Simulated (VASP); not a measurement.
Set up this calculation in VASP 6.6.1, as the native input.

* Task: single point
* Functional: r2SCAN
* Potentials or basis: VASP PAW PBE potentials, release 64 (Al)
* Cutoff: 520 eV
* k mesh: 14 × 14 × 7
* Occupations: fermi-dirac, width 0.2 eV
* Spin: no spin polarisation
* Dipole correction: no
* Further INCAR settings: ALGO = Normal; EDIFF = 1e-06; NBANDS = 10

Crystal: Al.

```xyz
2
Lattice="2.8125 0.0000 0.0000 -1.4062 2.4357 0.0000 0.0000 0.0000 4.8669" Properties=species:S:1:pos:R:3 pbc="T T T"
Al    1.4062    0.8119    3.6501
Al    0.0000    1.6238    1.2167
```

One way to write it, as run:

POSCAR

```
Al
1.0
    2.8124550000      0.0000000000      0.0000000000
   -1.4062275000      2.4356574770      0.0000000000
    0.0000000000      0.0000000000      4.8668500000
Al
2
Direct
    0.6666670000      0.3333330000      0.7500000000
    0.3333330000      0.6666670000      0.2500000000
```

INCAR.step1

```
ALGO = Normal ; EDIFF = 1E-4
ENCUT = 520 ; GGA = PE
ISMEAR = -1 ; LASPH = True
LCHARG = False ; LREAL = False
LWAVE = True ; NBANDS = 10
NELM = 80 ; PREC = Accurate
SIGMA = 0.2
```

INCAR.step2

```
ALGO = Normal ; EDIFF = 1E-6
ENCUT = 520 ; ISIF = 2
ISMEAR = -1 ; ISTART = 1
LASPH = True ; LCHARG = True
LELF = True ; LMIXTAU = True
LREAL = False ; LVHAR = True
LWAVE = False ; METAGGA = R2SCAN
NBANDS = 10 ; NELM = 80
PREC = Accurate ; SIGMA = 0.2
```

KPOINTS

```
k-points
0
Gamma
  14 14 7
```

Potentials or basis: VASP PAW PBE potentials, release 64 (Al).

The run is started by

```sh
$ cat potpaw_PBE.64/Al/POTCAR > POTCAR
$ cp INCAR.step1 INCAR
$ mpirun -np 1 vasp_std > vasp.out
$ cp INCAR.step2 INCAR
$ mpirun -np 1 vasp_std > vasp.out
```

Results of the run:

| Property | Result |
| --- | --- |
| Pressure | -3.1 GPa |
| Band gap on the k mesh | zero (band 3 reaches 10.52 eV, above the bottom of band 4 at 4.94 eV) |

Caveat: the PAW data sets were made with another functional, which shifts forces and pressure a little.

Wall time 3.6 min on 1 thread of AMD EPYC 7R13, with other jobs on the host, peak memory 0.14 GiB.
